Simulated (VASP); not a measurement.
# AlN (zincblende type) (F-43m) in VASP: further runs, part 2 of 2

VASP 6.6.1. Earlier steps stand in the parts before.

**3. Relaxation of cell and atoms, PBE, target pressure 180 GPa, at which the enthalpy is minimised**

This run uses another cell than the first one, of 7.01 Å³/atom.

INCAR reads:

```
SYSTEM = AlN
ALGO     = Normal         ! electronic algorithm
EDIFF    = 1E-6           ! SCF threshold, eV
EDIFFG   = -0.005         ! ionic threshold
ENCUT    = 600            ! plane-wave cutoff, eV
GGA      = PE             ! functional
IBRION   = 2              ! ionic algorithm
ISIF     = 3              ! what is computed and relaxed
ISMEAR   = -1             ! smearing method
LASPH    = .True.         ! aspherical terms in the spheres
LCHARG   = .False.        ! write CHGCAR
LREAL    = .False.        ! projectors in reciprocal space
LWAVE    = .False.        ! write WAVECAR
NELM     = 100            ! most SCF steps
NSW      = 32             ! ionic steps
PREC     = Accurate       ! precision mode
PSTRESS  = 1800.0       
SIGMA    = 0.08           ! smearing width, eV
```

KPOINTS reads:

```
k-points
0
Gamma
  17 17 17
  0 0 0
```

POSCAR reads:

```
AlN
1.0
    0.0000000000      1.9136311730      1.9136311730
    1.9136311730      0.0000000000      1.9136311730
    1.9136311730      1.9136311730      0.0000000000
Al N
1 1
Direct
    0.0000000000      0.0000000000      0.0000000000
    0.2500000000      0.2500000000      0.2500000000
```

Potentials or basis: VASP PAW PBE potentials, release 64 (Al, N).

Launch:

```sh
$ cat potpaw_PBE.64/Al/POTCAR potpaw_PBE.64/N/POTCAR > POTCAR
$ mpirun -np 1 vasp_std > vasp.out
```

OUTCAR:

```text
SYSTEM = AlN
   EDIFF = 1E-6
   EDIFFG = -0.005
   ENCUT = 600
   GGA = PE
   IBRION = 2
   ISIF = 3
   ISMEAR = -1
   LASPH = .True.
   LREAL = .False.
   NELM = 100
   NSW = 32
   PREC = Accurate
   PSTRESS = 1800.0

 ion  position               nearest neighbor table
   1  0.000  0.000  0.000-   2 1.66   2 1.66   2 1.66   2 1.66
   2  0.250  0.250  0.250-   1 1.66   1 1.66   1 1.66   1 1.66

  LATTYP: Found a face centered cubic cell.
 ALAT       =     3.8272623460

  Lattice vectors:

 A1 = (   0.0000000000,   1.9136311730,   1.9136311730)
 A2 = (   1.9136311730,   0.0000000000,   1.9136311730)
 A3 = (   1.9136311730,   1.9136311730,   0.0000000000)

Analysis of symmetry for initial positions (statically):
=====================================================================
 Subroutine PRICEL returns:
 Original cell was already a primitive cell.

 Routine SETGRP: Setting up the symmetry group for a
 face centered cubic supercell.

 Subroutine GETGRP returns: Found 24 space group operations
 (whereof 24 operations were pure point group operations)
 out of a pool of 48 trial point group operations.

The static configuration has the point symmetry T_d .

Analysis of symmetry for dynamics (positions and initial velocities):
=====================================================================
 Subroutine PRICEL returns:
 Original cell was already a primitive cell.

 Routine SETGRP: Setting up the symmetry group for a
 face centered cubic supercell.

 Subroutine GETGRP returns: Found 24 space group operations
 (whereof 24 operations were pure point group operations)
 out of a pool of 48 trial point group operations.

The dynamic configuration has the point symmetry T_d .

 Subroutine INISYM returns: Found 24 space group operations
 (whereof 24 operations are pure point group operations),
 and found     1 'primitive' translations

----------------------------------------------------------------------------------------

                                     Primitive cell

  volume of cell :      14.0154

  direct lattice vectors                    reciprocal lattice vectors
     0.000000000  1.913631173  1.913631173    -0.261283369  0.261283369  0.261283369
     1.913631173  0.000000000  1.913631173     0.261283369 -0.261283369  0.261283369
     1.913631173  1.913631173  0.000000000     0.261283369  0.261283369 -0.261283369

  length of vectors
     2.706283158  2.706283158  2.706283158     0.452556070  0.452556070  0.452556070

  position of ions in fractional coordinates (direct lattice)
     0.000000000  0.000000000  0.000000000
     0.250000000  0.250000000  0.250000000

  ion indices of the primitive-cell ions
   primitive index   ion index
                 1           1
                 2           2

----------------------------------------------------------------------------------------

 KPOINTS: k-points

Automatic generation of k-mesh.
 Grid dimensions read from file:
 generate k-points for:   17   17   17

 Generating k-lattice:

  Cartesian coordinates                     Fractional coordinates (reciprocal lattice)
[... 44 lines left out ...]
   total plane-waves  NPLWV =  13824
   dimension x,y,z NGX =    24 NGY =   24 NGZ =   24
   dimension x,y,z NGXF=    48 NGYF=   48 NGZF=   48
   ions per type =               1   1
   NGX,Y,Z   is equivalent  to a cutoff of  14.74, 14.74, 14.74 a.u.
   NGXF,Y,Z  is equivalent  to a cutoff of  29.49, 29.49, 29.49 a.u.
 SYSTEM =  AlN
   PREC   = accura    normal or accurate (medium, high low for compatibility)
   ISTART =      0    job   : 0-new  1-cont  2-samecut
   ICHARG =      2    charge: 1-file 2-atom 10-const
   ISPIN  =      1    spin polarized calculation?
   LNONCOLLINEAR =      F non collinear calculations
   LSORBIT =      F    spin-orbit coupling
   LASPH  =      T    aspherical Exc in radial PAW
   ENCUT  =  600.0 eV  44.10 Ry    6.64 a.u.   5.41  5.41  5.41*2*pi/ulx,y,z
   NELM   =    100;   NELMIN=  2; NELMDL= -5     # of ELM steps
   EDIFF  = 0.1E-05   stopping-criterion for ELM
   LREAL  =      F    real-space projection
   EDIFFG = -.5E-02   stopping-criterion for IOM
   NSW    =     32    number of steps for IOM
   IBRION =      2    ionic relax: 0-MD 1-quasi-New 2-CG
   NFREE  =      1    steps in history (QN), initial steepest desc. (CG)
   ISIF   =      3    stress and relaxation
   ISYM   =      2    0-nonsym 1-usesym 2-fastsym
   POTIM  = 0.5000    time-step for ionic-motion
   TEBEG  =    0.0;   TEEND  =   0.0 temperature during run
   PSTRESS= 1800.0 pullay stress
   NELECT =       8.0000    total number of electrons
   NUPDOWN=      -1.0000    fix difference up-down
   EMIN   =  10.00;   EMAX   =-10.00  energy-range for DOS
   EFERMI =   0.00;   METHOD = LEGACY
   ISMEAR =    -1;   SIGMA  =   0.08  broadening in eV -4-tet -1-fermi 0-gaus
   EFERMI_NEDOS =   21; number of points for ismear=-14 and -15
   IALGO  =     38    algorithm
   IMIX   =      4    mixing-type and parameters
     AMIX     =   0.40;   BMIX     =  1.00
     AMIX_MAG =   1.60;   BMIX_MAG =  1.00
  volume/ion in A,a.u.               =       7.01        47.29
  Fermi-wavevector in a.u.,A,eV,Ry     =   1.358011  2.566269 25.091778  1.844194
  Thomas-Fermi vector in A             =   2.484881
   LORBIT       =      0    0 simple, 1 ext, 2 COOP (PROOUT), +10 PAW based schemes
   GGA     = PE    functional components
   LHFCALC =     F    Hartree Fock is set to
   AEXX    =    0.0000 exact exchange contribution
   IVDW    =     0    specifies the selected vdW correction
   LEPSILON=     F    determine dielectric tensor
   LRPA    =     F    only Hartree local field effects (RPA)
 conjugate gradient relaxation of ions
 non-spin polarized calculation
  energy-cutoff  :      600.00
  volume of cell :       14.02
 maximum number of plane-waves:       489
 NGX is ok and might be reduce to    24
   NGX = 11   NGY = 11   NGZ = 11

--------------------------------------- Ionic step        1  -------------------------------------------

 number of electron       8.0000000 magnetization

 Free energy of the ion-electron system (eV)
  ---------------------------------------------------
  ext. energy  EPLUGINS =         0.00000000
  ---------------------------------------------------
  free energy    TOTEN  =       -11.88533525 eV

  energy without entropy =      -11.88533525  energy(sigma->0) =      -11.88533525

------------------------ aborting loop because EDIFF is reached ----------------------------------------

  FORCE on cell =-STRESS in cart. coord.  units (eV):
  Direction    XX          YY          ZZ          XY          YZ          ZX
  --------------------------------------------------------------------------------------
  -------------------------------------------------------------------------------------
  Total       15.9552913     15.9552913     15.9552913      0.0000000     -0.0000000      0.0000000
  in kB     1823.9402731   1823.9402731   1823.9402731      0.0000000     -0.0000000      0.0000000
  external PRESSURE =      23.9402731 kB  Pullay stress =    1800.0000000 kB
[... 63 lines left out ...]
--------------------------------------- Ionic step        3  -------------------------------------------

 number of electron       8.0000000 magnetization

 Free energy of the ion-electron system (eV)
  ---------------------------------------------------
  ext. energy  EPLUGINS =         0.00000000
  ---------------------------------------------------
  free energy    TOTEN  =       -11.93427256 eV

  energy without entropy =      -11.93427256  energy(sigma->0) =      -11.93427256

 E-fermi :  12.1057     XC(G=0): -12.7760

 val. band max:       10.3674342634   @ k =  -0.1176   0.1176   0.0000
 cond. band min:      13.8243077819   @ k =   0.4706   0.4706   0.0000
 fundamental gap:      3.4568735185
 Fermi energy:        12.1057335884

 k-point     1 :       0.0000    0.0000    0.0000
  band No.  band energies     occupation
      1      -7.2385      2.00000
      2      10.3459      2.00000
      3      10.3459      2.00000
      4      10.3459      2.00000
      5      18.5326      0.00000
      6      27.3392      0.00000
      7      27.3392      0.00000
      8      27.3392      0.00000
[... 243 lines left out ...]
 k-point    24 :      -0.1176    0.0588    0.0000
  band No.  band energies     occupation
      1      -6.7539      2.00000
      2       8.7500      2.00000
      3       9.9951      2.00000
      4      10.3528      2.00000
      5      19.6070      0.00000
      6      26.3892      0.00000
      7      27.2291      0.00000
      8      27.5078      0.00000

 [... further k-points ...]

------------------------ aborting loop because EDIFF is reached ----------------------------------------

  FORCE on cell =-STRESS in cart. coord.  units (eV):
  Direction    XX          YY          ZZ          XY          YZ          ZX
  --------------------------------------------------------------------------------------
  -------------------------------------------------------------------------------------
  Total       15.7950007     15.7950007     15.7950007      0.0000000      0.0000000     -0.0000000
  in kB     1800.0584424   1800.0584424   1800.0584424      0.0000000      0.0000000     -0.0000000
  external PRESSURE =       0.0584424 kB  Pullay stress =    1800.0000000 kB
[... 21 lines left out ...]
  energy  without entropy=      -11.9342725597  energy(sigma->0) =      -11.93427256

  enthalpy is  TOTEN    =         3.8602152793 eV   P V=       15.7944878391

 reached required accuracy - stopping structural energy minimisation
```

Wall time 18 s (1 thread of Intel Xeon Platinum 8559C (Emerald Rapids), shared host); peak memory 0.15 GiB.

What came out:

```yaml
Free_energy: -11.9343 eV
Relaxed_volume: 7.03 Å³/atom
Relaxed_cell: a = 2.709 Å, b = 2.709 Å, c = 2.709 Å, α = 60.00°, β = 60.00°, γ = 60.00°
Space_group_after_relaxing_to_0.1_Å: F-43m (No. 216)
Energy_change_on_relaxing_the_run_minimises_the_enthalpy: -24.5 meV/atom
Ionic_steps: 3
Pressure_after_relaxing: 180.0 GPa
Band_gap_on_the_k_mesh: 3.46 eV (least direct gap 5.59 eV)
```

Step by step:
```csv
step,energy change (eV),largest force (eV/Å),pressure (GPa),volume (Å³)
1,0.0000,0.0000,182.39,14.02
2,-0.2352,0.0000,170.86,14.23
3,-0.0489,0.0000,180.01,14.06
```

Final structure:
```xyz
2
Lattice="0.0000 1.9156 1.9156 1.9156 0.0000 1.9156 1.9156 1.9156 0.0000" Properties=species:S:1:pos:R:3 pbc="T T T"
Al    0.0000    0.0000    0.0000
N     0.9578    0.9578    0.9578
```

Caveat: the cell is relaxed towards a set pressure, so the run minimises the enthalpy, not the energy; an odd mesh through Γ misses points on the zone boundary, where band edges can lie.
